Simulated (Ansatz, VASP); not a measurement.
**One calculation of As, two programs**

INCAR

```
SYSTEM = As
PREC     = Accurate       ! precision mode
ENCUT    = 500            ! plane-wave cutoff, eV
EDIFF    = 1E-6           ! SCF threshold, eV
ISMEAR   = 0              ! smearing method
SIGMA    = 0.1            ! smearing width, eV
LREAL    = .False.        ! projectors in reciprocal space
LASPH    = .True.         ! aspherical terms in the spheres
NELM     = 120            ! most SCF steps
ALGO     = Normal         ! electronic algorithm
ISIF     = 2              ! what is computed and relaxed
LWAVE    = .False.        ! write WAVECAR
LCHARG   = .True.         ! write CHGCAR
GGA      = CA             ! functional
LELF     = .True.         ! ELF
LVHAR    = .True.       
NBANDS   = 12             ! bands
GGA_COMPAT= .False.
```

KPOINTS

```
regular mesh
0
Gamma
  15 15 20
  0 0 0
```

The input POSCAR:

```
As
1.0
    4.5662958412      0.0000000000      0.0000000000
   -2.2831479206      3.9545281997      0.0000000000
    0.0000000000      0.0000000000      2.8337550774
As
2
Direct
    0.3333333333      0.6666666667      0.0000000000
    0.6666666667      0.3333333333      0.0000000000
```

Input for Ansatz:

```yaml
crystal:
  lattice:
    - [4.5662958412, 0.0, 0.0]
    - [-2.2831479206, 3.9545281997, 0.0]
    - [0.0, 0.0, 2.8337550774]
  atoms:
    - { symbol: As, position: [0.3333333333, 0.6666666667, 0.0] }
    - { symbol: As, position: [0.6666666667, 0.3333333333, 0.0] }
kpoints:
  mp_grid: { grid: [15, 15, 20] }
hamiltonian:
  xc: lda
scf:
  occupations: { method: gaussian, width: 0.1 }
  mixing: { algorithm: broyden, beta: 0.05 }
output:
  forces: true
  eigenvalues: true
  stress: true
```

Alike in both runs: task single point; functional LDA; k mesh 15 × 15 × 20; occupations gaussian, width 0.1 eV; no spin polarisation.

```csv
,VASP,Ansatz
version,VASP 6.6.1,Ansatz 0.2.0
potentials or method,"VASP PAW LDA potentials, release 64 (As)","scalar-relativistic, plane waves, PAW"
plane-wave cutoff (eV),500,420
valence electrons in the cell,10,30
```

Ansatz gave:

- gap on the k mesh at the Fermi level (eV): none
- pressure (GPa): -3.9
- traceless stress, the component that is largest in VASP (GPa): -0.10

**Question.** What did VASP give for the same quantities?

**Answer.** gap on the k mesh at the Fermi level (eV): none; pressure (GPa): -3.7; traceless stress, the component that is largest in VASP (GPa): -0.19.

LDA's correlation is that of Perdew and Zunger in VASP and of Perdew and Wang (1992) in Ansatz. A gap of «none» marks a metal or a gap that the smearing closes. VASP's potentials hold 10 valence electrons a cell and Ansatz's 30, so a difference there can come from the potentials and not from the codes.
